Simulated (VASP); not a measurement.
The system is Na2S.

```
Na S
1.0
     0.00000    3.28363    3.28363
     3.28363    0.00000    3.28363
     3.28363    3.28363    0.00000
Na S
2 1
Direct
  0.25000 0.25000 0.25000
  0.75000 0.75000 0.75000
  0.00000 0.00000 0.00000
```

```yaml
Program: VASP 6.6.1
Task: relaxation of cell and atoms
Functional: LDA
Potentials_or_basis: VASP PAW LDA potentials, release 64 (Na_pv, S)
Cutoff: 500 eV
k_mesh: 6 × 6 × 6
Occupations: fermi-dirac, width 0.02 eV
Spin: no spin polarisation
```

At the start: pressure -2.4 GPa; volume 23.60 Å³/atom.

Question: How do energy, volume and symmetry change on relaxing?

Answer: Over 4 steps the energy falls by 15.2 meV/atom and the volume is 21.70 Å³/atom (-8.1 %); space group Fm-3m (No. 225, to 0.1 Å) before and after.

Step by step:
| step | energy change (eV) | largest force (eV/Å) | pressure (GPa) | volume (Å³) |
| --- | --- | --- | --- | --- |
| 1 | 0.0000 | 0.0000 | -2.38 | 70.81 |
| 2 | -0.0384 | 0.0000 | -1.03 | 67.27 |
| 3 | -0.0456 | 0.0000 | -0.07 | 65.25 |
| 4 | -0.0456 | 0.0000 | 0.01 | 65.10 |

Final structure:
```yaml
crystal:
  lattice:
    - [0.00000, 3.19295, 3.19295]
    - [3.19295, 0.00000, 3.19295]
    - [3.19295, 3.19295, 0.00000]
  atoms:
    - { symbol: Na, position: [0.25000, 0.25000, 0.25000] }
    - { symbol: Na, position: [0.75000, 0.75000, 0.75000] }
    - { symbol: S, position: [0.00000, 0.00000, 0.00000] }
```
